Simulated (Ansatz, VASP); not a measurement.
AlP in VASP and in Ansatz

```
CELL_PARAMETERS angstrom
0.00000 2.68322 2.68322
2.68322 0.00000 2.68322
2.68322 2.68322 0.00000
ATOMIC_POSITIONS crystal
Al 0.00000 0.00000 0.00000
P 0.25000 0.25000 0.25000
```

Alike in both runs: functional r2SCAN; k mesh 10 × 10 × 10; occupations fermi-dirac, width 0.02 eV; no spin polarisation.

Ansatz relaxed the structure, and its values are those at the end. VASP's run is a single point on that final structure, the one shown.

|  | VASP | Ansatz |
| --- | --- | --- |
| version | VASP 6.6.1 | Ansatz 0.2.0 |
| potentials or method | VASP PAW PBE potentials, release 64 (Al, P), cutoff 550 eV | PAW plane waves |
| valence electrons in the cell | 8 | 8 |

|  | VASP | Ansatz | Ansatz less VASP |
| --- | --- | --- | --- |
| gap on the k mesh at the Fermi level (eV) | 1.81 | 1.81 | -0.003 |
| pressure (GPa) | 6.0 | 6.3 | +0.33 |

VASP's potentials were made for PBE, not for r2SCAN. Ansatz's warnings: stress scf threshold loose.
